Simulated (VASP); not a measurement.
Input of a VASP 6.6.1 run:

INCAR

```
PREC = Accurate
ENCUT = 520
EDIFF = 1E-6
ISMEAR = 0
SIGMA = 0.1
LREAL = False
LASPH = True
NELM = 100
ALGO = Normal
ISIF = 2
LWAVE = False
LCHARG = False
GGA = PE
NBANDS = 9
```

Contents of KPOINTS:

```
Automatic mesh
0
Gamma
  30 30 16
```

The input POSCAR:

```
Be
1.0
    2.2880714083      0.0000000000      0.0000000000
   -1.1440357042      1.9815279653      0.0000000000
    0.0000000000      0.0000000000      3.5936976952
Be
2
Direct
    0.3333333333      0.6666666667      0.2500000000
    0.6666666667      0.3333333333      0.7500000000
```

Potentials or basis: VASP PAW PBE potentials, release 64 (Be).

The run is started by

```bash
$ cat potpaw_PBE.64/Be/POTCAR > POTCAR
$ mpirun -np 1 vasp_std > vasp.out
```

Q: Estimate the pressure.

A: -3.3 GPa.

Q: Predict the band gap on the k mesh.

A: Zero (band 2 reaches 7.83 eV, above the bottom of band 3 at 5.70 eV).
